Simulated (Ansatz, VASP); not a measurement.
# Two plane-wave programs on Ru

```
Ru
1.0
     0.00000    2.58183    2.58183
     2.58183    0.00000    2.58183
     2.58183    2.58183    0.00000
Ru
2
Direct
  0.74000 0.92000 0.92000
  0.26000 0.08000 0.08000
```

Change from the starting cell: shortest bond scaled by 0.64, PAW files.

Alike in both runs: task electric field gradients; functional r2SCAN; k mesh 10 × 10 × 10; occupations fermi-dirac, width 0.05 eV; no spin polarisation.

|  | VASP | Ansatz |
| --- | --- | --- |
| version | VASP 6.6.1 | Ansatz 0.2.0 |
| potentials or method | VASP PAW PBE potentials, release 64 (Ru_pv) | PAW with Ansatz's default frozen-core files, scalar-relativistic |
| plane-wave cutoff (eV) | 440 | 500 |
| valence electrons in the cell | 28 | 32 |

```csv
,VASP,Ansatz,Ansatz less VASP
pressure (GPa),235.9,281.5,+45.52
"traceless stress, the component that is largest in VASP (GPa)",-236.78,-269.98,-33.205
rms of the force components (eV/Å),61.003,68.993,+7.9908
size of Vzz on the site where it differs most (V/Å²),317.0,383.1,+66.08
```

VASP's potentials were made for PBE, not for r2SCAN. Atom by atom the forces differ by 7.991 eV/Å (rms over components). The pressures are high and differ by over a tenth, so treat them with care. One of these differences is far larger than is usual between the two programs; its cause wasn't traced. The functional is the same, so the differences come from potentials, cutoffs and numerics. VASP's potentials hold 28 valence electrons a cell and Ansatz's 32, so a difference there can come from the potentials and not from the codes.

Noted on VASP's run: the cell as given lies far from equilibrium.
